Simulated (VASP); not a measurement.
A run of VASP 6.6.1 is set up as follows.

File INCAR:

```
SYSTEM = Be2CdS
PREC = Accurate
ENCUT = 600
EDIFF = 1E-6
ISMEAR = 0
SIGMA = 0.1
LREAL = .FALSE.
LASPH = .TRUE.
NELM = 80
ALGO = Normal
ISIF = 3
LWAVE = .FALSE.
LCHARG = .FALSE.
GGA = PE
IBRION = 2
NSW = 90
EDIFFG = -0.04
```

The input KPOINTS:

```
regular mesh
0
G
  6 6 4
  0 0 0
```

The input POSCAR:

```
Be2CdS
1.0
    3.4377615000      0.0000000000      0.0000000000
   -1.7188807500      2.9771887900      0.0000000000
    0.0000000000      0.0000000000      5.9865043800
Be Cd S
2 1 1
Direct
    0.3333333300      0.6666666700      0.0000000000
    0.6666666700      0.3333333300      0.0000000000
    0.0000000000      0.0000000000      0.0000000000
    0.0000000000      0.0000000000      0.5000000000
```

Potentials or basis: VASP PAW PBE potentials, release 64 (Be, Cd, S).

Command:

```sh
$ cat potpaw_PBE.64/Be/POTCAR potpaw_PBE.64/Cd/POTCAR potpaw_PBE.64/S/POTCAR > POTCAR
$ mpirun -np 1 vasp_std > vasp.out
```

Question: What does it give for the band gap on the k mesh?

Answer: Zero (band 11 reaches 3.91 eV, above the bottom of band 12 at 1.20 eV).

Question: Predict the relaxed cell.

Answer: a = 4.210 Å, b = 4.210 Å, c = 5.156 Å, α = 90.00°, β = 90.00°, γ = 120.00°.

Question: What does it give for the space group after relaxing (to 0.05 Å)?

Answer: P6/mmm (No. 191).

Final structure:
```xyz
4
Lattice="4.2099 0.0000 0.0000 -2.1049 3.6459 0.0000 0.0000 0.0000 5.1561" Properties=species:S:1:pos:R:3 pbc="T T T"
Be    0.0000    2.4306    0.0000
Be    2.1049    1.2153    0.0000
Cd    0.0000    0.0000    0.0000
S     0.0000    0.0000    2.5780
```
